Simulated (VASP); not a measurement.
# Cu in VASP: further runs, part 2 of 2

VASP 6.6.1. Earlier steps stand in the parts before.

### 4 Single point, PBE+U

INCAR

```
SYSTEM = Cu
  PREC = Accurate
  ENCUT = 520
  EDIFF = 1E-6
  ISMEAR = 0
  SIGMA = 0.1
  LREAL = .False.
  LASPH = .True.
  NELM = 150
  ALGO = Normal
  ISIF = 2
  LWAVE = .False.
  LCHARG = .False.
  LMAXMIX = 4
  LDAU = .True.
  LDAUTYPE = 2
  LDAUL = 2
  LDAUU = 4.6
  LDAUJ = 0
  LDAUPRINT = 1
  GGA = PE
  ISYM = 0
  NBANDS = 18
```

KPOINTS

```
regular mesh
0
Gamma
  2 6 3
  0 0 0
```

POSCAR

```
Cu
1.0
    2.5340966698      0.0000000000      0.0000000000
   -1.2670483349      2.1945920917      0.0000000000
    0.0000000000      0.0000000000      4.1125710000
Cu
2
Direct
    0.3333333333      0.6666666667      0.2500000000
    0.6666666667      0.3333333333      0.7500000000
```

Potentials or basis: VASP PAW PBE potentials, release 64 (Cu).

Run with:

```console
> cat potpaw_PBE.64/Cu/POTCAR > POTCAR
> mpirun -np 1 vasp_std > vasp.out
```

OUTCAR:

```text
SYSTEM = Cu
   PREC = Accurate
   ENCUT = 520
   EDIFF = 1E-6
   ISMEAR = 0
   LREAL = .False.
   LASPH = .True.
   NELM = 150
   ISIF = 2
   GGA = PE
   ISYM = 0

 ion  position               nearest neighbor table
   1  0.333  0.667  0.250-   2 2.52   2 2.52   2 2.52   2 2.52   2 2.52   2 2.52
   2  0.667  0.333  0.750-   1 2.52   1 2.52   1 2.52   1 2.52   1 2.52   1 2.52

IMPORTANT INFORMATION: All symmetrisations will be switched off!
NOSYMM: (Re-)initialisation of all symmetry stuff for point group C_1.

----------------------------------------------------------------------------------------

                                     Primitive cell

  volume of cell :      22.8713

  direct lattice vectors                    reciprocal lattice vectors
     2.534096670  0.000000000  0.000000000     0.394617937  0.227832772  0.000000000
    -1.267048335  2.194592092  0.000000000     0.000000000  0.455665544  0.000000000
     0.000000000  0.000000000  4.112571000     0.000000000  0.000000000  0.243156896

  length of vectors
     2.534096670  2.534096670  4.112571000     0.455665544  0.455665544  0.243156896

  position of ions in fractional coordinates (direct lattice)
     0.333333333  0.666666667  0.250000000
     0.666666667  0.333333333  0.750000000

  ion indices of the primitive-cell ions
   primitive index   ion index
                 1           1
                 2           2

----------------------------------------------------------------------------------------

 KPOINTS: regular mesh

[... 185 lines left out ...]
  o =  0.9335  v =  0.0000  0.0000  0.0000  0.0000  0.0000 -0.0000 -1.0000 -0.0000  0.0000 -0.0000      0.0000  0.0000  0.0000  0.0000  0.0000  0.0000  0.0000  0.0000  0.0000  0.0000
  o =  0.9378  v =  0.0000  0.0000  0.0000  0.0000  0.0000  1.0000 -0.0000  0.0000  0.0000 -0.0000      0.0000  0.0000  0.0000  0.0000  0.0000  0.0000  0.0000  0.0000  0.0000  0.0000
  o =  0.9378  v =  1.0000 -0.0000  0.0000  0.0000 -0.0000  0.0000  0.0000  0.0000  0.0000  0.0000      0.0000  0.0000  0.0000  0.0000  0.0000  0.0000  0.0000  0.0000  0.0000  0.0000
  o =  0.9421  v =  0.0000 -0.0000  0.0000 -1.0000 -0.0000  0.0000  0.0000  0.0000  0.0000  0.0000      0.0000  0.0000  0.0000  0.0000  0.0000  0.0000  0.0000  0.0000  0.0000  0.0000
  o =  0.9421  v =  0.0000  0.0000  0.0000  0.0000  0.0000  0.0000 -0.0000  0.0000 -1.0000 -0.0000      0.0000  0.0000  0.0000  0.0000  0.0000  0.0000  0.0000  0.0000  0.0000  0.0000
  o =  0.9478  v =  0.0000  0.0000  0.0000  0.0000  0.0000 -0.0000 -0.0000  0.3245  0.0000 -0.9459      0.0000  0.0000  0.0000  0.0000  0.0000  0.0000  0.0000  0.0000  0.0000  0.0000
  o =  0.9478  v = -0.0000 -0.0000  0.3245  0.0000 -0.9459  0.0000  0.0000  0.0000  0.0000  0.0000      0.0000  0.0000  0.0000  0.0000  0.0000  0.0000  0.0000  0.0000  0.0000  0.0000

 number of electron      21.9999979 magnetization

 Free energy of the ion-electron system (eV)
  ---------------------------------------------------
  ext. energy  EPLUGINS =         0.00000000
  ---------------------------------------------------
  free energy    TOTEN  =        -3.46050797 eV

  energy without entropy =       -3.44890189  energy(sigma->0) =       -3.45470493

 E-fermi :   7.6451     XC(G=0): -12.8094

 val. band max:        7.5722061642   @ k =   0.5000  -0.3333   0.3333
 cond. band min:       7.7491171410   @ k =   0.0000   0.5000   0.3333
 fundamental gap:      0.1769109767
 Fermi energy:         7.6451094677

 k-point     1 :       0.0000    0.0000    0.0000
  band No.  band energies     occupation
      1      -1.5548      2.00000
      2       1.7840      2.00000
      3       3.6691      2.00000
      4       3.6848      2.00000
      5       3.7151      2.00000
      6       3.9077      2.00000
[... 397 lines left out ...]
      5       3.4944      2.00000
      6       4.0874      2.00000
[... 10 lines left out ...]
     17      22.4765      0.00000
     18      26.6957      0.00000

------------------------ aborting loop because EDIFF is reached ----------------------------------------

  FORCE on cell =-STRESS in cart. coord.  units (eV):
  Direction    XX          YY          ZZ          XY          YZ          ZX
  --------------------------------------------------------------------------------------
  -------------------------------------------------------------------------------------
  Total        4.6854109     -0.1906344      0.2989340     -0.0000373     -0.0000019     -0.0000038
  in kB      328.2221376    -13.3543087     20.9409050     -0.0026105     -0.0001305     -0.0002668
  external PRESSURE =     111.9362447 kB  Pullay stress =       0.0000000 kB

 VOLUME and BASIS-vectors are now :
 -----------------------------------------------------------------------------
  energy-cutoff  :      520.00
  volume of cell :       22.87
      direct lattice vectors                 reciprocal lattice vectors
     2.534096670  0.000000000  0.000000000     0.394617937  0.227832772  0.000000000
    -1.267048335  2.194592092  0.000000000     0.000000000  0.455665544  0.000000000
     0.000000000  0.000000000  4.112571000     0.000000000  0.000000000  0.243156896

 POSITION                                       TOTAL-FORCE (eV/Angst)
 -----------------------------------------------------------------------------------
     -0.00000      1.46306      1.02814         0.000013      0.075713      0.000000
      1.26705      0.73153      3.08443        -0.000013     -0.075713     -0.000000
 -----------------------------------------------------------------------------------
    total drift:                                0.000010     -0.000054      0.000002

  FREE ENERGIE OF THE ION-ELECTRON SYSTEM (eV)
  ---------------------------------------------------
  free  energy   TOTEN  =        -3.4605079749 eV

  energy  without entropy=       -3.4489018888  energy(sigma->0) =       -3.45470493
```

OSZICAR:

```text
N       E                     dE             d eps       ncg     rms          rms(c)
DAV:   1     0.126359809815E+03    0.12636E+03   -0.10688E+04   784   0.224E+03
DAV:   2     0.234310003513E+01   -0.12402E+03   -0.11781E+03   722   0.288E+02
DAV:   3    -0.423014558641E+01   -0.65732E+01   -0.64219E+01   774   0.902E+01
DAV:   4    -0.430009994271E+01   -0.69954E-01   -0.69916E-01   836   0.990E+00
DAV:   5    -0.430099311015E+01   -0.89317E-03   -0.89309E-03   880   0.989E-01    0.747E+00
DAV:   6    -0.380214354028E+01    0.49885E+00   -0.51695E+00   780   0.638E+01    0.346E+00
DAV:   7    -0.347383871720E+01    0.32830E+00   -0.98776E-01   832   0.263E+01    0.418E-01
DAV:   8    -0.346492794391E+01    0.89108E-02   -0.20645E-02  1004   0.300E+00    0.512E-01
DAV:   9    -0.346048587115E+01    0.44421E-02   -0.70389E-03   872   0.243E+00    0.423E-02
DAV:  10    -0.346051927056E+01   -0.33399E-04   -0.20522E-04  1072   0.295E-01    0.413E-02
DAV:  11    -0.346051664621E+01    0.26244E-05   -0.10468E-05  1046   0.113E-01    0.270E-02
DAV:  12    -0.346050752141E+01    0.91248E-05   -0.28328E-05   782   0.137E-01    0.237E-03
DAV:  13    -0.346050797492E+01   -0.45351E-06   -0.59973E-07   510   0.116E-02
   1 F= -.34605080E+01 E0= -.34547049E+01  d E =-.116061E-01
```

stdout:

```text
POSCAR found type information on POSCAR Cu
 POSCAR found :  1 types and       2 ions
 scaLAPACK will be used
 LDA part: xc-table for (Slater+PW92), standard interpolation
 -----------------------------------------------------------------------------
|                                                                             |
|           W    W    AA    RRRRR   N    N  II  N    N   GGGG   !!!           |
|           W    W   A  A   R    R  NN   N  II  NN   N  G    G  !!!           |
|           W    W  A    A  R    R  N N  N  II  N N  N  G       !!!           |
|           W WW W  AAAAAA  RRRRR   N  N N  II  N  N N  G  GGG   !            |
|           WW  WW  A    A  R   R   N   NN  II  N   NN  G    G                |
|           W    W  A    A  R    R  N    N  II  N    N   GGGG   !!!           |
|                                                                             |
|     Your reciprocal lattice and k-lattice belong to different lattice       |
|     classes:                                                                |
|                                                                             |
|        The reciprocal lattice is hexagonal,                                 |
|        whereas your k-lattice is base centered orthorhombic.                |
|                                                                             |
|     Results are often still useful ...                                      |
|                                                                             |
 -----------------------------------------------------------------------------

 POSCAR, INCAR and KPOINTS ok, starting setup
 FFT: planning ... GRIDC
 FFT: planning ... GRID_SOFT
 FFT: planning ... GRID
 WAVECAR not read
 entering main loop
```

It took 16 s on 1 thread of AMD EPYC 7R13, shared host; peak memory 0.1 GiB.

What came out:

```yaml
Free_energy: -3.4605 eV
Pressure: 11.2 GPa
Largest_force: 0.076 eV/Å
Band_gap_on_the_k_mesh: zero (band 11 reaches 7.76 eV, above the bottom of band 12 at 4.93 eV)
```

Forces in eV/Å, atoms in the order of the input:
```
Cu   0.000  0.076  0.000
Cu   0.000 -0.076  0.000
```

Stress tensor (GPa, compression positive):
```
32.82  0.00  0.00
 0.00 -1.34  0.00
 0.00  0.00  2.09
```

Levels at points of the mesh, in eV from the Fermi level:
| k point | band 7 | band 8 | band 9 | band 10 | band 11 | band 12 | band 13 | band 14 | band 15 | band 16 |
| --- | --- | --- | --- | --- | --- | --- | --- | --- | --- | --- |
| (0.00, 0.00, 0.00) | -3.71 | -3.46 | -3.45 | -2.64 | -2.63 | -0.65 | 4.01 | 21.73 | 22.30 | 22.30 |
| (0.50, 0.00, 0.00) | -3.55 | -2.54 | -2.48 | -2.43 | -0.11 | 1.57 | 8.14 | 8.69 | 10.67 | 11.48 |
| (0.00, 0.50, 0.00) | -3.56 | -2.52 | -2.48 | -2.41 | -0.12 | 1.57 | 8.13 | 8.69 | 10.67 | 11.48 |
| (0.50, 0.50, 0.00) | -3.55 | -2.54 | -2.48 | -2.43 | -0.11 | 1.57 | 8.14 | 8.69 | 10.67 | 11.48 |

Eigenvalues of the final occupation matrices:
```tsv
site	spin	trace	eigenvalues
site 1 d	1	4.69	0.93 0.93 0.94 0.94 0.95
site 1 d	2	4.69	0.93 0.93 0.94 0.94 0.95
site 2 d	1	4.69	0.93 0.93 0.94 0.94 0.95
site 2 d	2	4.69	0.93 0.93 0.94 0.94 0.95
```

Caveat: the k points lie up to 1.43 Å⁻¹ apart; U without spin polarisation on a metal has little footing; the U is typed as a test and isn't derived for this compound.

### 5 Single point, PBE+U

INCAR

```
ALGO = Fast ; EDIFF = 1E-6
ENCUT = 520 ; GGA = PE
ISIF = 2 ; ISMEAR = 0
LASPH = True ; LCHARG = True
LDAU = True ; LDAUJ = 0.33
LDAUL = 2 ; LDAUPRINT = 1
LDAUTYPE = 1 ; LDAUU = 4.5
LELF = True ; LMAXMIX = 4
LREAL = False ; LVHAR = True
LWAVE = False ; NBANDS = 18
NELM = 150 ; PREC = Accurate
SIGMA = 0.1
```

KPOINTS

```
k-points
0
Gamma
  6 6 4
```

POSCAR is that of step 4.

Run with:

```console
> cat potpaw_PBE.64/Cu/POTCAR > POTCAR
> mpirun -np 1 vasp_std > vasp.out
```

It took 17 s on 1 thread of AMD EPYC 7R13, shared host; peak memory 0.1 GiB.

It converged, with:

```yaml
Free_energy: -4.5523 eV
Pressure: 6.6 GPa
Band_gap_on_the_k_mesh: zero (band 11 reaches 11.90 eV, above the bottom of band 12 at 4.85 eV)
```

Stress tensor (GPa, compression positive):
```
7.54 0.00 0.00
0.00 7.54 0.00
0.00 0.00 4.86
```

Levels at points of the mesh, in eV from the Fermi level:
```csv
k point,band 9,band 10,band 11,band 12,band 13,band 14
"(0.00, 0.00, 0.00)",-3.16,-2.34,-2.34,-0.44,4.24,21.97
"(0.50, 0.00, 0.00)",-2.19,-2.13,0.13,1.81,8.36,8.91
"(0.00, 0.00, 0.50)",-2.58,-2.58,-2.58,-2.58,13.16,13.16
"(0.50, 0.00, 0.50)",-2.17,-2.17,0.95,0.95,5.25,5.25
```

Eigenvalues of the final occupation matrices:
| site | spin | trace | eigenvalues |
| --- | --- | --- | --- |
| site 1 d | 1 | 4.68 | 0.93 0.94 0.94 0.94 0.94 |
| site 1 d | 2 | 4.68 | 0.93 0.94 0.94 0.94 0.94 |
| site 2 d | 1 | 4.68 | 0.93 0.94 0.94 0.94 0.94 |
| site 2 d | 2 | 4.68 | 0.93 0.94 0.94 0.94 0.94 |

Caveat: the k points lie up to 0.48 Å⁻¹ apart; U without spin polarisation on a metal has little footing; the U is typed as a test and isn't derived for this compound.

### 6 Single point, PBE

INCAR

```
PREC = Accurate ; ENCUT = 520
EDIFF = 1E-6 ; ISMEAR = 0
SIGMA = 0.1 ; LREAL = F
LASPH = T ; NELM = 80
ALGO = Normal ; ISIF = 2
LWAVE = F ; LCHARG = F
GGA = PE ; NBANDS = 18
```

KPOINTS

```
regular mesh
0
Gamma
  6 6 4
```

POSCAR

```
Cu
1.0
    2.5340966698      0.0000000000      0.0000000000
   -1.2670483349      2.1945920917      0.0000000000
    0.0000000000      0.0000000000      4.1125710000
Cu
2
Direct
    0.3480823739      0.6525835851      0.2580696157
    0.6677990667      0.3296995077      0.7459900834
```

Potentials or basis: VASP PAW PBE potentials, release 64 (Cu).

Run with:

```console
> cat potpaw_PBE.64/Cu/POTCAR > POTCAR
> mpirun -np 1 vasp_std > vasp.out
```

It took 49 s on 1 thread of AMD EPYC 7R13, shared host; peak memory 0.12 GiB.

It converged, with:

| Property | Result |
| --- | --- |
| Free energy | -7.3449 eV |
| Pressure | 8.6 GPa |
| Largest force | 0.448 eV/Å |
| Band gap on the k mesh | zero (band 11 reaches 12.09 eV, above the bottom of band 12 at 6.04 eV) |

Forces on the atoms (eV/Å):
```
Cu  -0.074  0.037 -0.440
Cu   0.074 -0.037  0.440
```

Stress tensor (GPa, compression positive):
```
 9.24 -0.46  0.20
-0.46  8.82 -0.10
 0.20 -0.10  7.61
```

Levels at points of the mesh, in eV from the Fermi level:
| k point | band 9 | band 10 | band 11 | band 12 | band 13 | band 14 |
| --- | --- | --- | --- | --- | --- | --- |
| (0.00, 0.00, 0.00) | -2.40 | -1.71 | -1.61 | -0.92 | 4.11 | 21.58 |
| (0.50, 0.00, 0.00) | -1.51 | -1.47 | 0.02 | 1.77 | 7.87 | 8.42 |
| (0.00, 0.50, 0.00) | -1.52 | -1.47 | 0.04 | 1.76 | 7.90 | 8.45 |
| (0.50, 0.50, 0.00) | -1.52 | -1.45 | 0.21 | 1.58 | 8.20 | 8.76 |
| (0.00, 0.00, 0.50) | -1.96 | -1.91 | -1.87 | -1.85 | 12.68 | 13.31 |
| (0.50, 0.00, 0.50) | -1.52 | -1.50 | 0.57 | 0.70 | 4.99 | 5.10 |
| (0.00, 0.50, 0.50) | -1.52 | -1.50 | 0.55 | 0.68 | 5.01 | 5.12 |
| (0.50, 0.50, 0.50) | -1.52 | -1.50 | 0.38 | 0.50 | 5.15 | 5.25 |

Caveat: the k points lie up to 0.48 Å⁻¹ apart.

### 7 Summary

| level | U | k mesh | LDAUTYPE | hund's J | gap on the mesh (eV) | pressure (GPa) | largest force (eV/Å) |
| --- | --- | --- | --- | --- | --- | --- | --- |
| PBE | - | 6 × 6 × 4 | - | - | none | 8.6 | 0.45 |
| PBE+U | Cu d U = 4.6 eV | 2 × 6 × 3 | - | - | none | 11.2 | 0.08 |
| PBE+U | Cu d U = 4.5 eV, J = 0.33 eV | 6 × 6 × 4 | 1 | 0.33 | none | 6.6 | - |

Some of these runs hold the atoms at other places in the same cell, which the table doesn't show; runs alike in all that it shows share one row.

Alike in all rows: task single point; potentials or basis VASP PAW PBE potentials, release 64 (Cu); no spin polarisation; cell as given; cutoff (eV) 520; smearing gaussian 0.1 eV.

Caveats: all runs use coarse meshes; U without spin polarisation on a metal has little footing (some runs); the U is typed as a test and isn't derived for this compound (some runs).

Total energies depend on the potentials used, so only differences within one code and one set of settings carry meaning.
